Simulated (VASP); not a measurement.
# Tl (P6_3/mmc) in VASP: further runs

Runs on Tl. Level: LDA. Tasks: single point.

Program: VASP 6.6.1. These are calculated values, not measurements. Logs are shortened: lines on timing, memory, paths and dates and some standing lists are left out, and cuts for length are marked.

## (1) The cell of the first run

It takes space group P6_3/mmc (No. 194, hexagonal). Conventional cell: a = 3.387 Å, b = 3.387 Å, c = 5.525 Å, α = 90.00°, β = 90.00°, γ = 120.00°. Tl (site symmetry -6m2) has 12 Tl at 3.38 to 3.39 Å within 4.4 Å.

## (2) Single point, LDA (equal xx and yy strain of -2 %)

File INCAR:

```
SYSTEM = Tl
PREC = Accurate
ENCUT = 520
EDIFF = 1E-6
ISMEAR = -1
SIGMA = 0.05
LREAL = .FALSE.
LASPH = .TRUE.
NELM = 80
ALGO = Normal
ISIF = 2
LWAVE = .FALSE.
LCHARG = .FALSE.
NBANDS = 20
```

File KPOINTS:

```
Automatic mesh
0
G
  11 11 6
  0 0 0
```

File POSCAR:

```
Tl
1.0
    3.3868783894      0.0000000000      0.0000000000
   -1.6934391947      2.9331227248      0.0000000000
    0.0000000000      0.0000000000      5.5250000000
Tl
2
Direct
    0.3333333333      0.6666666667      0.2500000000
    0.6666666667      0.3333333333      0.7500000000
```

Potentials or basis: VASP PAW LDA potentials, release 64 (Tl_d).

The run is started by

```bash
$ cat potpaw_LDA.64/Tl_d/POTCAR > POTCAR
$ mpirun -np 1 vasp_std > vasp.out
```

OUTCAR:

```text
SYSTEM = Tl
   PREC = Accurate
   ENCUT = 520
   EDIFF = 1E-6
   ISMEAR = -1
   LREAL = .FALSE.
   LASPH = .TRUE.
   NELM = 80
   ISIF = 2

 ion  position               nearest neighbor table
   1  0.333  0.667  0.250-   2 3.38   2 3.38   2 3.38   2 3.38   2 3.38   2 3.38
   2  0.667  0.333  0.750-   1 3.38   1 3.38   1 3.38   1 3.38   1 3.38   1 3.38

  LATTYP: Found a hexagonal cell.
 ALAT       =     3.3868783894
 C/A-ratio  =     1.6312956548

  Lattice vectors:

 A1 = (   3.3868783894,   0.0000000000,   0.0000000000)
 A2 = (  -1.6934391947,   2.9331227248,   0.0000000000)
 A3 = (   0.0000000000,   0.0000000000,   5.5250000000)

Analysis of symmetry for initial positions (statically):
=====================================================================
 Subroutine PRICEL returns:
 Original cell was already a primitive cell.

 Routine SETGRP: Setting up the symmetry group for a
 hexagonal supercell.

 Subroutine GETGRP returns: Found 24 space group operations
 (whereof 12 operations were pure point group operations)
 out of a pool of 24 trial point group operations.

The static configuration has the point symmetry D_3d.
 The point group associated with its full space group is D_6h.

Analysis of symmetry for dynamics (positions and initial velocities):
=====================================================================
 Subroutine PRICEL returns:
 Original cell was already a primitive cell.

 Routine SETGRP: Setting up the symmetry group for a
 hexagonal supercell.

 Subroutine GETGRP returns: Found 24 space group operations
 (whereof 12 operations were pure point group operations)
 out of a pool of 24 trial point group operations.

The dynamic configuration has the point symmetry D_3d.
 The point group associated with its full space group is D_6h.

 Subroutine INISYM returns: Found 24 space group operations
 (whereof 12 operations are pure point group operations),
 and found     1 'primitive' translations

----------------------------------------------------------------------------------------

                                     Primitive cell

  volume of cell :      54.8861

  direct lattice vectors                    reciprocal lattice vectors
     3.386878389  0.000000000  0.000000000     0.295257132  0.170466785  0.000000000
    -1.693439195  2.933122725  0.000000000     0.000000000  0.340933569  0.000000000
     0.000000000  0.000000000  5.525000000     0.000000000  0.000000000  0.180995475

  length of vectors
     3.386878389  3.386878389  5.525000000     0.340933569  0.340933569  0.180995475

  position of ions in fractional coordinates (direct lattice)
     0.333333333  0.666666667  0.250000000
     0.666666667  0.333333333  0.750000000

  ion indices of the primitive-cell ions
   primitive index   ion index
                 1           1
                 2           2

----------------------------------------------------------------------------------------

 KPOINTS: Automatic mesh

Automatic generation of k-mesh.
 Grid dimensions read from file:
 generate k-points for:   11   11    6

 Generating k-lattice:

  Cartesian coordinates                     Fractional coordinates (reciprocal lattice)
     0.026841557  0.015496980  0.000000000     0.090909091 -0.000000000  0.000000000
     0.000000000  0.030993961  0.000000000     0.000000000  0.090909091  0.000000000
     0.000000000  0.000000000  0.030165913     0.000000000  0.000000000  0.166666667

  Length of vectors
     0.030993961  0.030993961  0.030165913

  Shift w.r.t. Gamma in fractional coordinates (k-lattice)
     0.000000000  0.000000000  0.000000000

 Subroutine IBZKPT returns following result:
 ===========================================

 Found     64 irreducible k-points:

 Following reciprocal coordinates:
            Coordinates               Weight
  0.000000  0.000000  0.000000      1.000000
  0.090909  0.000000  0.000000      6.000000
  0.181818  0.000000  0.000000      6.000000
  0.272727  0.000000  0.000000      6.000000
  0.363636  0.000000  0.000000      6.000000
  0.454545  0.000000  0.000000      6.000000
[... 16 lines left out ...]
  0.090909  0.090909  0.166667     12.000000
  0.181818  0.090909  0.166667     24.000000
 [... further k-points ...]
   k-points           NKPTS =     64   k-points in BZ     NKDIM =     64   number of bands    NBANDS=     20
   number of dos      NEDOS =    301   number of ions     NIONS =      2
   total plane-waves  NPLWV =  32928
   dimension x,y,z NGX =    28 NGY =   28 NGZ =   42
   dimension x,y,z NGXF=    56 NGYF=   56 NGZF=   84
   ions per type =               2
   NGX,Y,Z   is equivalent  to a cutoff of  13.74, 13.74, 12.64 a.u.
   NGXF,Y,Z  is equivalent  to a cutoff of  27.49, 27.49, 25.28 a.u.
 SYSTEM =  Tl
   PREC   = accura    normal or accurate (medium, high low for compatibility)
   ISTART =      0    job   : 0-new  1-cont  2-samecut
   ICHARG =      2    charge: 1-file 2-atom 10-const
   ISPIN  =      1    spin polarized calculation?
   LNONCOLLINEAR =      F non collinear calculations
   LSORBIT =      F    spin-orbit coupling
   LASPH  =      T    aspherical Exc in radial PAW
   ENCUT  =  520.0 eV  38.22 Ry    6.18 a.u.   6.30  6.30 10.27*2*pi/ulx,y,z
   NELM   =     80;   NELMIN=  2; NELMDL= -5     # of ELM steps
   EDIFF  = 0.1E-05   stopping-criterion for ELM
   LREAL  =      F    real-space projection
   EDIFFG = 0.1E-04   stopping-criterion for IOM
   NSW    =      0    number of steps for IOM
   IBRION =     -1    ionic relax: 0-MD 1-quasi-New 2-CG
   NFREE  =      0    steps in history (QN), initial steepest desc. (CG)
   ISIF   =      2    stress and relaxation
   ISYM   =      2    0-nonsym 1-usesym 2-fastsym
   POTIM  = 0.5000    time-step for ionic-motion
   TEBEG  =    0.0;   TEEND  =   0.0 temperature during run
   PSTRESS=    0.0 pullay stress
   NELECT =      26.0000    total number of electrons
   NUPDOWN=      -1.0000    fix difference up-down
   EMIN   =  10.00;   EMAX   =-10.00  energy-range for DOS
   EFERMI =   0.00;   METHOD = LEGACY
   ISMEAR =    -1;   SIGMA  =   0.05  broadening in eV -4-tet -1-fermi 0-gaus
   EFERMI_NEDOS =   21; number of points for ismear=-14 and -15
   IALGO  =     38    algorithm
   IMIX   =      4    mixing-type and parameters
     AMIX     =   0.40;   BMIX     =  1.00
     AMIX_MAG =   1.60;   BMIX_MAG =  1.00
  volume/ion in A,a.u.               =      27.44       185.19
  Fermi-wavevector in a.u.,A,eV,Ry     =   1.276180  2.411630 22.158927  1.628635
  Thomas-Fermi vector in A             =   2.408851
   LORBIT       =      0    0 simple, 1 ext, 2 COOP (PROOUT), +10 PAW based schemes
   GGA     = CA    functional components
   LHFCALC =     F    Hartree Fock is set to
   AEXX    =    0.0000 exact exchange contribution
   IVDW    =     0    specifies the selected vdW correction
   LEPSILON=     F    determine dielectric tensor
   LRPA    =     F    only Hartree local field effects (RPA)
 non-spin polarized calculation
  energy-cutoff  :      520.00
  volume of cell :       54.89
 maximum number of plane-waves:      1496
 NGX is ok and might be reduce to    28
   NGX = 13   NGY = 13   NGZ = 21

 number of electron      26.0000002 magnetization

 Free energy of the ion-electron system (eV)
  ---------------------------------------------------
  ext. energy  EPLUGINS =         0.00000000
  ---------------------------------------------------
  free energy    TOTEN  =        -5.87790414 eV

  energy without entropy =       -5.87104900  energy(sigma->0) =       -5.87447657

 E-fermi :   6.7058     XC(G=0): -10.7103

 val. band max:        6.6466104005   @ k =   0.3636   0.0909   0.3333
 cond. band min:       6.7852502156   @ k =   0.2727   0.1818   0.5000
 fundamental gap:      0.1386398151
 Fermi energy:         6.7058265373

 k-point     1 :       0.0000    0.0000    0.0000
  band No.  band energies     occupation
      1      -5.1341      2.00000
      2      -4.8796      2.00000
      3      -4.8362      2.00000
      4      -4.8362      2.00000
      5      -4.7796      2.00000
      6      -4.7796      2.00000
[... 12 lines left out ...]
     19      17.4212      0.00000
     20      18.0170      0.00000

 k-point     2 :       0.0909    0.0000    0.0000
  band No.  band energies     occupation
      1      -5.0995      2.00000
      2      -4.9018      2.00000
      3      -4.8061      2.00000
      4      -4.7951      2.00000
      5      -4.7825      2.00000
      6      -4.7411      2.00000
[... 12 lines left out ...]
     19      17.9182      0.00000
     20      18.6621      0.00000

 k-point     3 :       0.1818    0.0000    0.0000
  band No.  band energies     occupation
      1      -5.0721      2.00000
      2      -4.8997      2.00000
      3      -4.8191      2.00000
      4      -4.7732      2.00000
      5      -4.7360      2.00000
      6      -4.7068      2.00000
[... 12 lines left out ...]
     19      17.4339      0.00000
     20      18.5865      0.00000

 k-point     4 :       0.2727    0.0000    0.0000
  band No.  band energies     occupation
      1      -5.1341      2.00000
      2      -4.9175      2.00000
      3      -4.8865      2.00000
      4      -4.7891      2.00000
      5      -4.7645      2.00000
      6      -4.5804      2.00000
[... 12 lines left out ...]
     19      16.5110      0.00000
     20      17.7706      0.00000

 k-point     5 :       0.3636    0.0000    0.0000
  band No.  band energies     occupation
      1      -5.2069      2.00000
      2      -4.9986      2.00000
      3      -4.9769      2.00000
      4      -4.8342      2.00000
      5      -4.6820      2.00000
      6      -4.6203      2.00000
[... 12 lines left out ...]
     19      15.6765      0.00000
     20      17.1126      0.00000
[... 353 lines left out ...]
      6      -4.6197      2.00000
[... 12 lines left out ...]
     19      15.6254      0.00000
     20      16.7341      0.00000

 k-point    22 :       0.4545    0.0000    0.1667
  band No.  band energies     occupation
      1      -5.2291      2.00000
      2      -5.1276      2.00000
      3      -4.9811      2.00000
      4      -4.8247      2.00000
      5      -4.7654      2.00000
      6      -4.5763      2.00000
[... 12 lines left out ...]
     19      15.4495      0.00000
     20      16.4627      0.00000

 k-point    23 :       0.0909    0.0909    0.1667
  band No.  band energies     occupation
      1      -5.0362      2.00000
      2      -4.9220      2.00000
      3      -4.8386      2.00000
      4      -4.8021      2.00000
      5      -4.7601      2.00000
      6      -4.7162      2.00000
[... 12 lines left out ...]
     19      17.2943      0.00000
     20      18.2230      0.00000

 k-point    24 :       0.1818    0.0909    0.1667
  band No.  band energies     occupation
      1      -5.0452      2.00000
      2      -4.9295      2.00000
      3      -4.8650      2.00000
      4      -4.7934      2.00000
      5      -4.7771      2.00000
      6      -4.6421      2.00000
[... 12 lines left out ...]
     19      17.1930      0.00000
     20      17.9760      0.00000

 [... further k-points ...]

------------------------ aborting loop because EDIFF is reached ----------------------------------------

  FORCE on cell =-STRESS in cart. coord.  units (eV):
  Direction    XX          YY          ZZ          XY          YZ          ZX
  --------------------------------------------------------------------------------------
  -------------------------------------------------------------------------------------
  Total       -0.0322128     -0.0322128     -0.2245096     -0.0000000     -0.0000000      0.0000000
  in kB       -0.9403218     -0.9403218     -6.5536524     -0.0000000     -0.0000000      0.0000000
  external PRESSURE =      -2.8114320 kB  Pullay stress =       0.0000000 kB

 VOLUME and BASIS-vectors are now :
 -----------------------------------------------------------------------------
  energy-cutoff  :      520.00
  volume of cell :       54.89
      direct lattice vectors                 reciprocal lattice vectors
     3.386878389  0.000000000  0.000000000     0.295257132  0.170466785  0.000000000
    -1.693439195  2.933122725  0.000000000     0.000000000  0.340933569  0.000000000
     0.000000000  0.000000000  5.525000000     0.000000000  0.000000000  0.180995475

 POSITION                                       TOTAL-FORCE (eV/Angst)
 -----------------------------------------------------------------------------------
     -0.00000      1.95542      1.38125         0.000000     -0.000000      0.000000
      1.69344      0.97771      4.14375        -0.000000      0.000000      0.000000
 -----------------------------------------------------------------------------------
    total drift:                                0.000000     -0.000000      0.000000

  FREE ENERGIE OF THE ION-ELECTRON SYSTEM (eV)
  ---------------------------------------------------
  free  energy   TOTEN  =        -5.8779041423 eV

  energy  without entropy=       -5.8710489995  energy(sigma->0) =       -5.87447657
```

It took 38 s on 1 thread of Intel Xeon 8259CL, shared host; peak memory 0.19 GiB.

What came out:

```yaml
Free_energy: -5.8779 eV
Pressure: -0.3 GPa
Band_gap_on_the_k_mesh: zero (bands 13 and 14 overlap by 5.70 eV)
```

Stress tensor (GPa, compression positive):
```
-0.09  0.00  0.00
 0.00 -0.09  0.00
 0.00  0.00 -0.66
```

Caveat: the cell differs from its parent crystal (equal xx and yy strain of -2 %); spin-orbit coupling is left out, which moves the levels of the heavy elements.

## (3) Single point, LDA (zz strain of -2 %)

File INCAR:

```
SYSTEM = Tl
  PREC = Accurate
  ENCUT = 520
  EDIFF = 1E-6
  ISMEAR = -1
  SIGMA = 0.05
  LREAL = .False.
  LASPH = .True.
  NELM = 80
  ALGO = Normal
  ISIF = 2
  LWAVE = .False.
  LCHARG = .False.
  NBANDS = 20
```

File KPOINTS:

```
regular mesh
0
Gamma
  11 11 6
  0 0 0
```

File POSCAR:

```
Tl
1.0
    3.4559983565      0.0000000000      0.0000000000
   -1.7279991783      2.9929823722      0.0000000000
    0.0000000000      0.0000000000      5.4145000000
Tl
2
Direct
    0.3333333333      0.6666666667      0.2500000000
    0.6666666667      0.3333333333      0.7500000000
```

Potentials or basis: VASP PAW LDA potentials, release 64 (Tl_d).

The run is started by

```bash
$ cat potpaw_LDA.64/Tl_d/POTCAR > POTCAR
$ mpirun -np 1 vasp_std > vasp.out
```

It took 43 s on 1 thread of Intel Xeon 8259CL, shared host; peak memory 0.19 GiB.

It converged, with:

* Free energy: -5.8725 eV
* Pressure: -0.9 GPa
* Band gap on the k mesh: zero (bands 13 and 14 overlap by 6.00 eV)

Stress tensor (GPa, compression positive):
```
-1.09  0.00  0.00
 0.00 -1.09  0.00
 0.00  0.00 -0.45
```

Levels at points of the mesh, in eV from the Fermi level:
| k point | band 11 | band 12 | band 13 | band 14 | band 15 | band 16 |
| --- | --- | --- | --- | --- | --- | --- |
| (0.00, 0.00, 0.00) | -10.14 | -4.84 | -2.80 | 7.87 | 7.87 | 10.07 |
| (0.00, 0.00, 0.50) | -8.63 | -8.63 | 3.78 | 3.78 | 8.90 | 8.90 |

Caveat: the cell differs from its parent crystal (zz strain of -2 %); spin-orbit coupling is left out, which moves the levels of the heavy elements.

## (4) Single point, LDA (equal xx and yy strain of -1 %)

File INCAR:

```
SYSTEM = Tl
PREC = Accurate ; ENCUT = 520
EDIFF = 1E-7 ; ISMEAR = -1
SIGMA = 0.05 ; LREAL = .False.
LASPH = .True. ; NELM = 100
ALGO = Normal ; ISIF = 2
LWAVE = .False. ; LCHARG = .False.
GGA = CA ; NBANDS = 20
```

KPOINTS is that of step 3.

File POSCAR:

```
Tl
1.0
    3.4214383729      0.0000000000      0.0000000000
   -1.7107191865      2.9630525485      0.0000000000
    0.0000000000      0.0000000000      5.5250000000
Tl
2
Direct
    0.3333333333      0.6666666667      0.2500000000
    0.6666666667      0.3333333333      0.7500000000
```

The run is started by

```bash
$ cat potpaw_LDA.64/Tl_d/POTCAR > POTCAR
$ mpirun -np 1 vasp_std > vasp.out
```

Wall time 72 s (1 thread of Intel Xeon 8259CL, shared host); peak memory 0.19 GiB.

It converged, with:

- Free energy: -5.8744 eV
- Pressure: -1.1 GPa
- Band gap on the k mesh: zero (bands 13 and 14 overlap by 5.67 eV)

Stress tensor (GPa, compression positive):
```
-1.03  0.00  0.00
 0.00 -1.03  0.00
 0.00  0.00 -1.19
```

Levels at points of the mesh, in eV from the Fermi level:
```
           k point  band 11  band 12  band 13  band 14  band 15  band 16
(0.00, 0.00, 0.00)   -10.17    -5.18    -2.93     8.22     8.22    10.33
(0.00, 0.00, 0.50)    -8.72    -8.72     3.30     3.30     9.19     9.19
```

Caveat: the cell differs from its parent crystal (equal xx and yy strain of -1 %); spin-orbit coupling is left out, which moves the levels of the heavy elements.

(Part 1 of 2 ends here.)
